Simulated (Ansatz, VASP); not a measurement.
NaCdI3: VASP beside Ansatz

File POSCAR:

```
NaCdI3
1.0
    5.9183503082      0.0000000000      0.0000000000
    0.0000000000      5.9183503082      0.0000000000
    0.0000000000      0.0000000000      5.9183503082
Na Cd I
1 1 3
Direct
    0.0000000000      0.0000000000      0.0000000000
    0.5000000000      0.5000000000      0.5000000000
    0.5000000000      0.5000000000      0.0000000000
    0.5000000000      0.0000000000      0.5000000000
    0.0000000000      0.5000000000      0.5000000000
```

The input INCAR.step1:

```
PREC = Accurate
ENCUT = 520
ISMEAR = -1
SIGMA = 0.02
LREAL = False
LASPH = True
NELM = 80
NBANDS = 28
GGA = PE
ALGO = Normal
EDIFF = 1E-4
LWAVE = True
LCHARG = False
```

INCAR.step2

```
PREC = Accurate
ENCUT = 520
EDIFF = 1E-6
ISMEAR = -1
SIGMA = 0.02
LREAL = False
LASPH = True
NELM = 80
ALGO = Normal
ISIF = 2
LWAVE = False
LCHARG = False
METAGGA = R2SCAN
LMIXTAU = True
NBANDS = 28
ISTART = 1
```

KPOINTS

```
regular mesh
0
Gamma
  4 4 4
```

Input for Ansatz:

```yaml
crystal:
  lattice:
    - [5.9183503082, 0.0, 0.0]
    - [0.0, 5.9183503082, 0.0]
    - [0.0, 0.0, 5.9183503082]
  atoms:
    - { symbol: Na, position: [0.0, 0.0, 0.0] }
    - { symbol: Cd, position: [0.5, 0.5, 0.5] }
    - { symbol: I, position: [0.5, 0.5, 0.0] }
    - { symbol: I, position: [0.5, 0.0, 0.5] }
    - { symbol: I, position: [0.0, 0.5, 0.5] }
kpoints:
  mp_grid: { grid: [4, 4, 4] }
  band_path:
    path: [[0.0, 0.0, 0.0], [0.0, 0.5, 0.0], [0.5, 0.5, 0.0], [0.5, 0.5, 0.5]]
    npoints: 1
hamiltonian:
  xc: r2scan
scf:
  occupations: { method: fermi_dirac, width: 0.02 }
  n_extra_bands: 5
output:
  forces: true
  stress: true
  eigenvalues: true
```

Alike in both runs: task single point; functional r2SCAN; k mesh 4 × 4 × 4; occupations fermi-dirac, width 0.02 eV; no spin polarisation.

|  | VASP | Ansatz |
| --- | --- | --- |
| version | VASP 6.6.1 | Ansatz 0.2.0 |
| potentials or method | VASP PAW PBE potentials, release 64 (Na_pv, Cd, I) | plane waves, PAW |
| plane-wave cutoff (eV) | 520 | 500 |
| valence electrons in the cell | 40 | 80 |

Ansatz gave:

| Item | Value |
| --- | --- |
| pressure (GPa) | 0.0 |

What did VASP give for the same quantities?

Pressure (GPa): 0.1.

VASP's potentials were made for PBE, not for r2SCAN. VASP's potentials hold 40 valence electrons a cell and Ansatz's 80, so a difference there can come from the potentials and not from the codes.

Neither program's run includes spin-orbit coupling.
